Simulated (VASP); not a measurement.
Wanted: the native input for a VASP 6.6.1 run.

```
Task                   : single point
Functional             : PBEsol
Potentials or basis    : VASP PAW PBE potentials, release 64 (Lu, C)
Cutoff                 : 520 eV
k mesh                 : 10 × 10 × 10
Occupations            : gaussian, width 0.05 eV
Spin                   : no spin polarisation
Dipole correction      : no
Further INCAR settings : ALGO = Normal; EDIFF = 1e-07; NBANDS = 22
```

The structure of LuC lies in POSCAR:

```
LuC
1.0
    3.0174996544      0.0000000000      0.0000000000
    0.0000000000      3.0174996544      0.0000000000
    0.0000000000      0.0000000000      3.0174996544
Lu C
1 1
Direct
    0.0000000000      0.0000000000      0.0000000000
    0.5000000000      0.5000000000      0.5000000000
```

This cell differs from its parent crystal: volume scaled by 1.040.

These files were run (other wordings do the same):

INCAR

```
SYSTEM = LuC
PREC     = Accurate       ! precision mode
ENCUT    = 520            ! plane-wave cutoff, eV
EDIFF    = 1E-7           ! SCF threshold, eV
ISMEAR   = 0              ! smearing method
SIGMA    = 0.05           ! smearing width, eV
LREAL    = .False.        ! projectors in reciprocal space
LASPH    = .True.         ! aspherical terms in the spheres
NELM     = 100            ! most SCF steps
ALGO     = Normal         ! electronic algorithm
ISIF     = 2              ! what is computed and relaxed
LWAVE    = .False.        ! write WAVECAR
LCHARG   = .True.         ! write CHGCAR
GGA      = PS             ! functional
LELF     = .True.         ! ELF
LVHAR    = .True.       
NBANDS   = 22             ! bands
```

KPOINTS

```
Automatic mesh
0
Gamma
  10 10 10
  0 0 0
```

Potentials or basis: VASP PAW PBE potentials, release 64 (Lu, C).

Launch:

```console
$ cat potpaw_PBE.64/Lu/POTCAR potpaw_PBE.64/C/POTCAR > POTCAR
$ mpirun -np 1 vasp_std > vasp.out
```

Results of the run:

```json
{
 "Pressure": "-4.5 GPa"
}
```

Caveat: the PAW data sets were made with another functional, which shifts forces and pressure a little.

Run time: 34 s on 1 thread of AMD EPYC 7R43 64-Core Processor (Zen 3) (shared host), peak memory 0.14 GiB.
